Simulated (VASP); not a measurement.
A run of VASP 6.6.1 is set up as follows.

The input INCAR:

```
  ALGO = Normal
  EDIFF = 1E-6
  ENCUT = 520
  GGA = PE
  GGA_COMPAT = False
  ISIF = 2
  ISMEAR = 0
  ISYM = -1
  LASPH = True
  LCHARG = False
  LREAL = Auto
  LWAVE = False
  NBANDS = 90
  NELECT = 138.0
  NELM = 120
  PREC = Accurate
  SIGMA = 0.01
```

KPOINTS

```
explicit points
1
Reciprocal
  0.25000000   0.25000000   0.25000000 1
```

File POSCAR:

```
Al16GeN15
1.0
    6.2595139092      0.0000000618      0.0000000000
   -3.1297570081      5.4208980298      0.0000000000
    0.0000000000      0.0000000000     10.0348065900
Al N Ge
16 15 1
Direct
    0.3361064194      0.1634771379      0.2534069917
    0.1669018518      0.3319268880      0.4989475449
    0.3303419167      0.1683002555      0.7563481104
    0.1665412071      0.3323610404      1.0081358165
    0.3364181921      0.6706649510      0.2529684901
    0.1964545459      0.8483644762      0.5149832142
    0.3302134020      0.6597951824      0.7563503889
    0.1706996230      0.8344584557      0.9927765103
    0.8285430568      0.1629806117      0.2528576307
    0.6503636140      0.3021277427      0.5148908293
    0.8389049984      0.1686107085      0.7564294896
    0.6642326347      0.3281474794      0.9928762559
    0.8340160000      0.6656885400      0.2120740236
    0.6492591976      0.8496994379      0.5153088863
    0.8327508133      0.6659441714      0.7395493725
    0.6637773510      0.8351335382      0.9931852059
    0.3329804094      0.1658165543      0.4432271281
    0.1679284550      0.3313033838      0.1963708073
    0.3284110195      0.1702908174      0.9413366087
    0.1674072621      0.3309974457      0.6906177660
    0.3320948421      0.6702891455      0.4433242857
    0.1804535884      0.8371974291      0.1774913369
    0.3277421501      0.6588615878      0.9412519252
    0.1789959662      0.8370353683      0.7040180333
    0.8286331435      0.1666244585      0.4431975826
    0.6620866261      0.3190628811      0.1774900986
    0.8399221288      0.1712059677      0.9413457264
    0.6615327828      0.3195257621      0.7039916204
    0.6620040374      0.8369441835      0.1781591566
    0.8313689761      0.6674135028      0.9374717713
    0.6616698268      0.8371349415      0.7036703048
    0.8308856114      0.6677247177      0.4312121017
```

Potentials or basis: VASP PAW PBE potentials, release 64 (Al, N, Ge_d).

Launch:

```console
$ cat potpaw_PBE.64/Al/POTCAR potpaw_PBE.64/N/POTCAR potpaw_PBE.64/Ge_d/POTCAR > POTCAR
$ mpirun -np 1 vasp_std > vasp.out
```

Problem. Predict the largest force.

Solution. 0.034 eV/Å.

Forces in eV/Å, atoms in the order of the input:
```
Al  -0.005 -0.008  0.000
Al   0.002 -0.001  0.000
Al  -0.005  0.001  0.010
Al   0.001  0.002  0.001
Al  -0.011  0.003  0.007
Al  -0.013  0.002  0.005
Al   0.001 -0.003  0.005
Al   0.005 -0.001  0.008
Al  -0.012 -0.003  0.007
Al   0.003  0.013  0.014
Al   0.003 -0.005  0.004
Al   0.004  0.004 -0.003
Al  -0.013 -0.010  0.023
Al   0.011 -0.011  0.003
Al  -0.002  0.001 -0.011
Al   0.001  0.001  0.005
N    0.002  0.002 -0.007
N    0.006  0.000 -0.003
N    0.000 -0.004 -0.007
N    0.002  0.001 -0.005
N    0.005 -0.005  0.006
N    0.010  0.003  0.003
N   -0.003  0.001 -0.014
N   -0.004 -0.001 -0.012
N   -0.002 -0.001  0.003
N    0.006  0.001  0.008
N   -0.003 -0.002 -0.010
N   -0.001  0.008 -0.012
N    0.006  0.005  0.002
N   -0.003 -0.002  0.013
N    0.005  0.002 -0.008
Ge   0.006  0.005 -0.033
```

Caveat: the cell carries a net charge on a neutralising background, which shifts energy and pressure.
